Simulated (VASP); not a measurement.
Input of a VASP 6.6.1 run:

Contents of INCAR:

```
PREC = Accurate
ENCUT = 600
EDIFF = 1E-6
ISMEAR = 0
SIGMA = 0.15
LREAL = F
LASPH = T
NELM = 120
ALGO = Normal
ISIF = 2
LWAVE = F
LCHARG = F
GGA = PE
IVDW = 12
NBANDS = 16
GGA_COMPAT = F
```

The input KPOINTS:

```
regular mesh
0
Gamma
  24 24 2
```

File POSCAR:

```
C
1.0
    2.3420044633      0.0000000000      0.0000000000
   -1.1710022316      2.0282353610      0.0000000000
    0.0000000000      0.0000000000     23.9222939139
C
4
Direct
    0.0000000000      0.0000000000      0.5711557753
    0.0000000000      0.0000000000      0.4288442247
    0.3333333333      0.6666666667      0.4288237756
    0.6666666667      0.3333333333      0.5711762244
```

Potentials or basis: VASP PAW PBE potentials, release 64 (C).

Run with:

```sh
$ cat potpaw_PBE.64/C/POTCAR > POTCAR
$ mpirun -np 1 vasp_std > vasp.out
```

(1) Predict the dispersion energy per atom.

(2) Predict the band gap on the k mesh.

(3) What does it give for the largest force?

Results:

(1) -0.111 eV.

(2) zero (filled and empty bands touch).

(3) 0.005 eV/Å.

Caveat: the cell differs from its parent crystal (strain -0.0500 x Voigt [1, 1, 0, 0, 0, 0]); there is no dipole correction, which matters where the two faces differ.
